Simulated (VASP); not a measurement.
# LiBr (Fm-3m) in VASP: single point with PBEsol+D3(BJ)

Aim: the single point of LiBr with PBEsol+D3(BJ).

Program: VASP 6.6.1. These are calculated values, not measurements. Logs are shortened: lines on timing, memory, paths and dates and some standing lists are left out, and cuts for length are marked.

## Step 1: The cell of the first run

Symmetry: Fm-3m, No. 225, cubic system. Conventional cell: a = 5.501 Å, b = 5.501 Å, c = 5.501 Å, α = 90.00°, β = 90.00°, γ = 90.00°. Within 3.6 Å of Li (site symmetry m-3m) lie 6 Br at 2.75 Å. Within 3.6 Å of Br (site symmetry m-3m) lie 6 Li at 2.75 Å.

## Step 2: Single point, PBEsol+D3(BJ)

File INCAR:

```
SYSTEM = LiBr
PREC = Accurate ; ENCUT = 750
EDIFF = 1E-6 ; ISMEAR = 0
SIGMA = 0.01 ; LREAL = .False.
LASPH = .True. ; NELM = 120
ALGO = Normal ; ISIF = 2
LWAVE = .False. ; LCHARG = .False.
GGA = PS ; IVDW = 12
NBANDS = 12 ; GGA_COMPAT = .False.
```

File KPOINTS:

```
Automatic mesh
0
Gamma
  7 7 7
  0 0 0
```

File POSCAR:

```
LiBr
1.0
    0.0000000000      2.7506500000      2.7506500000
    2.7506500000      0.0000000000      2.7506500000
    2.7506500000      2.7506500000      0.0000000000
Li Br
1 1
Direct
    0.0000000000      0.0000000000      0.0000000000
    0.5000000000      0.5000000000      0.5000000000
```

Potentials or basis: VASP PAW PBE potentials, release 64 (Li_sv, Br).

Started as:

```console
$ cat potpaw_PBE.64/Li_sv/POTCAR potpaw_PBE.64/Br/POTCAR > POTCAR
$ mpirun -np 1 vasp_std > vasp.out
```

OUTCAR:

```text
SYSTEM = LiBr
   PREC = Accurate
   ENCUT = 750
   EDIFF = 1E-6
   ISMEAR = 0
   LREAL = .False.
   LASPH = .True.
   NELM = 120
   ISIF = 2
   GGA = PS
   IVDW = 12
 IVDW          = 12

 ion  position               nearest neighbor table
   1  0.000  0.000  0.000-
   2  0.500  0.500  0.500-

  LATTYP: Found a face centered cubic cell.
 ALAT       =     5.5013000000

  Lattice vectors:

 A1 = (   0.0000000000,   2.7506500000,   2.7506500000)
 A2 = (   2.7506500000,   0.0000000000,   2.7506500000)
 A3 = (   2.7506500000,   2.7506500000,   0.0000000000)

Analysis of symmetry for initial positions (statically):
=====================================================================
 Subroutine PRICEL returns:
 Original cell was already a primitive cell.

 Routine SETGRP: Setting up the symmetry group for a
 face centered cubic supercell.

 Subroutine GETGRP returns: Found 48 space group operations
 (whereof 48 operations were pure point group operations)
 out of a pool of 48 trial point group operations.

The static configuration has the point symmetry O_h .

Analysis of symmetry for dynamics (positions and initial velocities):
=====================================================================
 Subroutine PRICEL returns:
 Original cell was already a primitive cell.

 Routine SETGRP: Setting up the symmetry group for a
 face centered cubic supercell.

 Subroutine GETGRP returns: Found 48 space group operations
 (whereof 48 operations were pure point group operations)
 out of a pool of 48 trial point group operations.

The dynamic configuration has the point symmetry O_h .

 Subroutine INISYM returns: Found 48 space group operations
 (whereof 48 operations are pure point group operations),
 and found     1 'primitive' translations

----------------------------------------------------------------------------------------

                                     Primitive cell

  volume of cell :      41.6233

  direct lattice vectors                    reciprocal lattice vectors
     0.000000000  2.750650000  2.750650000    -0.181775217  0.181775217  0.181775217
     2.750650000  0.000000000  2.750650000     0.181775217 -0.181775217  0.181775217
     2.750650000  2.750650000  0.000000000     0.181775217  0.181775217 -0.181775217

  length of vectors
     3.890006535  3.890006535  3.890006535     0.314843911  0.314843911  0.314843911

  position of ions in fractional coordinates (direct lattice)
     0.000000000  0.000000000  0.000000000
     0.500000000  0.500000000  0.500000000
[... 81 lines left out ...]
   TEBEG  =    0.0;   TEEND  =   0.0 temperature during run
   PSTRESS=    0.0 pullay stress
   NELECT =      10.0000    total number of electrons
   NUPDOWN=      -1.0000    fix difference up-down
   EMIN   =  10.00;   EMAX   =-10.00  energy-range for DOS
   EFERMI =   0.00;   METHOD = LEGACY
   ISMEAR =     0;   SIGMA  =   0.01  broadening in eV -4-tet -1-fermi 0-gaus
   EFERMI_NEDOS =   21; number of points for ismear=-14 and -15
   IALGO  =     38    algorithm
   IMIX   =      4    mixing-type and parameters
     AMIX     =   0.40;   BMIX     =  1.00
     AMIX_MAG =   1.60;   BMIX_MAG =  1.00
  volume/ion in A,a.u.               =      20.81       140.44
  Fermi-wavevector in a.u.,A,eV,Ry     =   1.017723  1.923217 14.092366  1.035760
  Thomas-Fermi vector in A             =   2.151140
   LORBIT       =      0    0 simple, 1 ext, 2 COOP (PROOUT), +10 PAW based schemes
   GGA     = PS    functional components
   LHFCALC =     F    Hartree Fock is set to
   AEXX    =    0.0000 exact exchange contribution
   IVDW    =    12    specifies the selected vdW correction
   LEPSILON=     F    determine dielectric tensor
   LRPA    =     F    only Hartree local field effects (RPA)
 non-spin polarized calculation
 Gauss-broadening in eV      SIGMA  =   0.01
  energy-cutoff  :      750.00
  volume of cell :       41.62
 maximum number of plane-waves:      1960
   NGX = 17   NGY = 17   NGZ = 17

 number of electron      10.0000001 magnetization

 Free energy of the ion-electron system (eV)
  ---------------------------------------------------
  ext. energy  EPLUGINS =         0.00000000
  ---------------------------------------------------
  free energy    TOTEN  =        -6.92688268 eV

  energy without entropy =       -6.92688268  energy(sigma->0) =       -6.92688268

 E-fermi :   0.3416     XC(G=0):  -8.5850

 val. band max:        0.2340206986   @ k =   0.0000   0.0000   0.0000
 cond. band min:       5.0009239564   @ k =   0.0000   0.0000   0.0000
 fundamental gap:      4.7669032577
 Fermi energy:         0.3416279770

 k-point     1 :       0.0000    0.0000    0.0000
  band No.  band energies     occupation
      1     -43.4378      2.00000
      2     -13.2242      2.00000
      3       0.2340      2.00000
      4       0.2340      2.00000
      5       0.2340      2.00000
      6       5.0009      0.00000
      7      10.6212      0.00000
      8      10.6212      0.00000
      9      10.6212      0.00000
     10      12.4036      0.00000
     11      12.4036      0.00000
     12      12.4036      0.00000
[... 271 lines left out ...]
 k-point    20 :      -0.2857    0.4286    0.1429
  band No.  band energies     occupation
      1     -43.4364      2.00000
      2     -12.5752      2.00000
      3      -2.0668      2.00000
      4      -1.8385      2.00000
      5      -0.7662      2.00000
      6       7.5408      0.00000
      7       8.9240      0.00000
      8       9.6557      0.00000
      9       9.9982      0.00000
     10      13.2462      0.00000
     11      14.4779      0.00000
     12      17.4250      0.00000

------------------------ aborting loop because EDIFF is reached ----------------------------------------

 Edisp (eV)   -0.40657

 E8    (eV) :    -0.2538

  FORCE on cell =-STRESS in cart. coord.  units (eV):
  Direction    XX          YY          ZZ          XY          YZ          ZX
  --------------------------------------------------------------------------------------
  -------------------------------------------------------------------------------------
  Total      -0.74728    -0.74728    -0.74728    -0.00000    -0.00000     0.00000
  in kB     -28.76462   -28.76462   -28.76462    -0.00000    -0.00000     0.00000
  external pressure =      -28.76 kB  Pullay stress =        0.00 kB

 VOLUME and BASIS-vectors are now :
 -----------------------------------------------------------------------------
  energy-cutoff  :      750.00
  volume of cell :       41.62
      direct lattice vectors                 reciprocal lattice vectors
     0.000000000  2.750650000  2.750650000    -0.181775217  0.181775217  0.181775217
     2.750650000  0.000000000  2.750650000     0.181775217 -0.181775217  0.181775217
     2.750650000  2.750650000  0.000000000     0.181775217  0.181775217 -0.181775217

 POSITION                                       TOTAL-FORCE (eV/Angst)
 -----------------------------------------------------------------------------------
      0.00000      0.00000      0.00000        -0.000000     -0.000000      0.000000
      2.75065      2.75065      2.75065         0.000000      0.000000     -0.000000
 -----------------------------------------------------------------------------------
    total drift:                                0.000000      0.000000      0.000000

  FREE ENERGIE OF THE ION-ELECTRON SYSTEM (eV)
  ---------------------------------------------------
  free  energy   TOTEN  =        -7.3334541987 eV

  energy  without entropy=       -7.3334541987  energy(sigma->0) =       -7.33345420
```

Run time: 11 s. Hardware: 1 thread of Intel Xeon 8259CL, shared host; peak memory 0.21 GiB.

What came out:

```
Free energy                : -7.3335 eV
Pressure                   : -2.9 GPa
Band gap on the k mesh     : 4.77 eV
Dispersion energy per atom : -0.203 eV
```

Caveat: three body term missing; the PAW data sets were made with another functional, which shifts forces and pressure a little.
